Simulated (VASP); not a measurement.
Write the native input for VASP 6.6.1 that does the following.

* Task: single point
* Functional: PBE
* Potentials or basis: VASP PAW PBE potentials, release 64 (Ti_sv, Ru_pv)
* Cutoff: 520 eV
* k mesh: 16 × 16 × 16
* Occupations: gaussian, width 0.1 eV
* Spin: no spin polarisation
* Dipole correction: no
* Further INCAR settings: ALGO = Fast; EDIFF = 1e-07; NBANDS = 27

The structure of TiRu2 lies in POSCAR:

```
TiRu2
1.0
   -2.0618497822      2.0618497822      2.9163186277
    2.0618497822     -2.0618497822      2.9163186277
    2.0618497822      2.0618497822     -2.9163186277
Ti Ru
1 2
Direct
    0.0000000000      0.0000000000      0.0000000000
    0.7500000000      0.2500000000      0.5000000000
    0.2500000000      0.7500000000      0.5000000000
```

One way to write it, as run:

INCAR

```
SYSTEM = TiRu2
PREC = Accurate
ENCUT = 520
EDIFF = 1E-7
ISMEAR = 0
SIGMA = 0.1
LREAL = .FALSE.
LASPH = .TRUE.
NELM = 100
ALGO = Fast
ISIF = 2
LWAVE = .FALSE.
LCHARG = .TRUE.
GGA = PE
LELF = .TRUE.
LVHAR = .TRUE.
NBANDS = 27
```

KPOINTS

```
regular mesh
0
G
  16 16 16
  0 0 0
```

Potentials or basis: VASP PAW PBE potentials, release 64 (Ti_sv, Ru_pv).

Launch:

```bash
$ cat potpaw_PBE.64/Ti_sv/POTCAR potpaw_PBE.64/Ru_pv/POTCAR > POTCAR
$ mpirun -np 1 vasp_std > vasp.out
```

Results of the run:

- Pressure: -0.1 GPa
- Band gap on the k mesh: zero (bands 20 and 21 overlap by 2.65 eV)

Wall time 31 min on 1 thread of AMD EPYC 7R13 (shared host), peak memory 0.49 GiB.
